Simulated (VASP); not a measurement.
A run of VASP 6.6.1 is set up as follows.

The input INCAR:

```
  PREC = Accurate
  ENCUT = 520
  EDIFF = 1E-6
  ISMEAR = -1
  SIGMA = 0.05
  LREAL = Auto
  LASPH = T
  NELM = 80
  ALGO = Normal
  ISIF = 2
  LWAVE = F
  LCHARG = F
  GGA = PE
  IVDW = 12
  NBANDS = 60
```

KPOINTS

```
regular mesh
0
Gamma
  1 1 1
```

Contents of POSCAR:

```
H16SO10
1.0
    6.3096690000      0.0000000000      0.0000000000
    0.0000000000      6.3096690000      0.0000000000
    0.0000000000      0.0000000000      6.3096690000
O H S
10 16 1
Direct
    0.6417927787      0.0681018291      0.6068781104
   -0.0747265823      0.0191293711      0.0948544210
    0.1768872503      0.3615879058      0.1430661418
    0.5906015038      0.3446773515     -0.0518252225
    0.5020231648      0.9472287691      0.1346663351
    0.9589884984      0.5179669488      0.6737754389
    0.1610861045      0.1100850140      0.6003484493
    0.3145331395      0.6799088827      0.8769556691
    0.7362985285      0.5712819484      0.2580008555
    0.4233502582      0.6614768540      0.4513865941
    0.5806643740      0.1749695586      0.6925561388
    0.7807065632      0.0299698764      0.6664374946
    0.0181467522      0.0966928693     -0.0081145303
   -0.0773574652     -0.1327169460      0.0458344170
    0.1657614686      0.4977757153      0.0901315109
    0.3037877264      0.3502560911      0.2291086902
    0.4872046378      0.4698661689     -0.0934755849
    0.6688306471      0.3907494989      0.0784510249
    0.3836809823      1.0394681559      0.1753023812
    0.6202861038      1.0271695710      0.0962174086
    0.9190022488      0.4928626208      0.5286489672
    0.8551954152      0.4655553247      0.7672510238
    0.1068201834      0.2559880716      0.5853714355
    0.1062971766      0.0890062537      0.4494213563
    0.2975750392      0.6689257392      0.7262980039
    0.4459346441      0.7510219633      0.9260549167
    0.6290821278      0.7306405455      0.3858205557
```

Potentials or basis: VASP PAW PBE potentials, release 64 (O, H, S).

Command:

```bash
$ cat potpaw_PBE.64/O/POTCAR potpaw_PBE.64/H/POTCAR potpaw_PBE.64/S/POTCAR > POTCAR
$ mpirun -np 1 vasp_gam > vasp.out
```

**Question.** Estimate the band gap on the k mesh.

**Answer.** 3.36 eV.

**Question.** What does it give for the pressure?

**Answer.** 3.1 GPa.

**Question.** Estimate the largest force.

**Answer.** 3.671 eV/Å.

Stress tensor (GPa, compression positive):
```
 2.97  1.94 -2.38
 1.94  4.32  1.52
-2.38  1.52  1.94
```

Caveat: the k points lie up to 1.00 Å⁻¹ apart.
